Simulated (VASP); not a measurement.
Wanted: the native input for a VASP 6.6.1 run.

| Item | Value |
| --- | --- |
| Task | single point |
| Functional | PBE |
| Potentials or basis | VASP PAW PBE potentials, release 64 (Y_sv, Al, N) |
| Cutoff | 520 eV |
| k mesh | 6 × 6 × 2 |
| Occupations | gaussian, width 0.1 eV |
| Spin | no spin polarisation |
| Dipole correction | no |
| Further INCAR settings | ALGO = Normal; EDIFF = 1e-07; NBANDS = 25 |

The structure of YAl2N3 lies in POSCAR:

```
YAl2N3
1.0
    3.5597500800      0.0000000000      0.0000000000
   -1.7798750400      3.0828340000      0.0000000000
    0.0000000000      0.0000000000      8.9295368600
Y Al N
1 2 3
Direct
    0.0000000000      0.0000000000      0.0000000000
    0.3333333300      0.6666666700      0.5312521600
    0.6666666700      0.3333333300      0.4687478400
    0.5000000000      0.0000000000      0.0000000000
    0.0000000000      0.5000000000      0.0000000000
    0.5000000000      0.5000000000      0.0000000000
```

These files were run (other wordings do the same):

INCAR

```
SYSTEM = YAl2N3
ALGO = Normal
EDIFF = 1E-7
ENCUT = 520
GGA = PE
ISIF = 2
ISMEAR = 0
LASPH = .True.
LCHARG = .False.
LREAL = .False.
LWAVE = .False.
NBANDS = 25
NELM = 80
PREC = Accurate
SIGMA = 0.1
```

KPOINTS

```
k-points
0
Gamma
  6 6 2
  0 0 0
```

Potentials or basis: VASP PAW PBE potentials, release 64 (Y_sv, Al, N).

Launch:

```console
$ cat potpaw_PBE.64/Y_sv/POTCAR potpaw_PBE.64/Al/POTCAR potpaw_PBE.64/N/POTCAR > POTCAR
$ mpirun -np 1 vasp_std > vasp.out
```

Results of the run:

```
Pressure               : 89.9 GPa
Largest force          : 3.830 eV/Å
Band gap on the k mesh : zero (band 16 reaches 5.64 eV, above the bottom of band 17 at 3.32 eV)
```

Caveat: forces of over 1 eV/Å act on the atoms, so gaps and moduli don't describe the material at rest.

Run time: 39 s on 1 thread of AMD EPYC 9R45 96-Core Processor (Zen 5) (shared host), peak memory 0.21 GiB.
